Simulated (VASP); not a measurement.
Here is a VASP 6.6.1 calculation.

Contents of INCAR:

```
SYSTEM = Ge
ALGO = Normal ; EDIFF = 1E-6
EDIFFG = -0.005 ; ENCUT = 600
GGA = RE ; IBRION = 2
ISIF = 3 ; ISMEAR = -1
IVDW = 13 ; LASPH = .TRUE.
LCHARG = .FALSE. ; LREAL = .FALSE.
LWAVE = .FALSE. ; NELM = 80
NSW = 80 ; PREC = Accurate
SIGMA = 0.05
```

The input KPOINTS:

```
k-points
0
G
  11 11 11
  0 0 0
```

File POSCAR:

```
Ge
1.0
   -2.5744897190      2.5744897190      1.3974126432
    2.5744897190     -2.5744897190      1.3974126432
    2.5744897190      2.5744897190     -1.3974126432
Ge
2
Direct
    0.5000000000      0.5000000000      0.0000000000
    0.2500000000      0.7500000000      0.5000000000
```

Potentials or basis: VASP PAW PBE potentials, release 64 (Ge_d).

The run is started by

```sh
$ cat potpaw_PBE.64/Ge_d/POTCAR > POTCAR
$ mpirun -np 1 vasp_std > vasp.out
```

Q: Estimate the space group after relaxing (to 0.1 Å).

A: I4_1/amd (No. 141).

Q: Predict the dispersion energy per atom.

A: -0.660 eV.

Q: Predict the relaxed volume.

A: 18.34 Å³/atom.

Step by step:
| step | energy change (eV) | largest force (eV/Å) | pressure (GPa) | volume (Å³) |
| --- | --- | --- | --- | --- |
| 1 | 0.0000 | 0.0000 | -0.94 | 37.05 |
| 2 | -0.0007 | 0.0000 | 0.28 | 36.47 |
| 3 | -0.0009 | 0.0000 | -0.04 | 36.70 |
| 4 | -0.0009 | 0.0000 | 0.02 | 36.67 |
| 5 | -0.0009 | 0.0000 | 0.06 | 36.68 |
| 6 | -0.0009 | 0.0000 | -0.06 | 36.69 |
| 7 | -0.0009 | 0.0000 | -0.01 | 36.69 |
| 8 | -0.0009 | 0.0000 | 0.00 | 36.69 |

Caveat: the PAW data sets were made with another functional, which shifts forces and pressure a little.
